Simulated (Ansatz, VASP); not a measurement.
# MoRu5 in VASP and in Ansatz

```
Mo Ru
1.0
     4.75443    0.00000    0.00000
    -2.37721    4.11745    0.00000
     0.00000    0.00000    4.31633
Mo Ru
1 5
Cartesian
  0.0000 0.0000 0.0000
  0.0000 2.7450 0.0000
  2.3772 1.3725 0.0000
  1.5726 2.7238 2.1582
  1.6093 0.0000 2.1582
  -0.8046 1.3937 2.1582
```

Alike in both runs: task single point; functional PBE; k mesh 6 × 6 × 4; occupations gaussian, width 0.1 eV; collinear spin.

|  | VASP | Ansatz |
| --- | --- | --- |
| version | VASP 6.6.1 | Ansatz 0.2.0 |
| potentials or method | VASP PAW PBE potentials, release 64 (Mo_sv, Ru_pv), cutoff 520 eV | scalar-relativistic, plane waves, PAW |
| valence electrons in the cell | 84 | 94 |

```csv
,VASP,Ansatz,Ansatz less VASP
gap on the k mesh at the Fermi level (eV),none,none,-
pressure (GPa),0.0,-0.1,-0.03
"traceless stress, the component that is largest in VASP (GPa)",0.36,0.36,-0.001
rms of the force components (eV/Å),0.003,0.006,+0.0030
net moment per atom (μB),0.00,0.00,0.000
```

Atom by atom the forces differ by 0.003 eV/Å (rms over components). A gap of «none» marks a metal or a gap that the smearing closes. The functional is the same, so the differences come from potentials, cutoffs and numerics. VASP's potentials hold 84 valence electrons a cell and Ansatz's 94, so a difference there can come from the potentials and not from the codes. Ansatz's warnings: seeded moment not kept.

The k mesh is coarse, so the values compare programs but aren't converged.
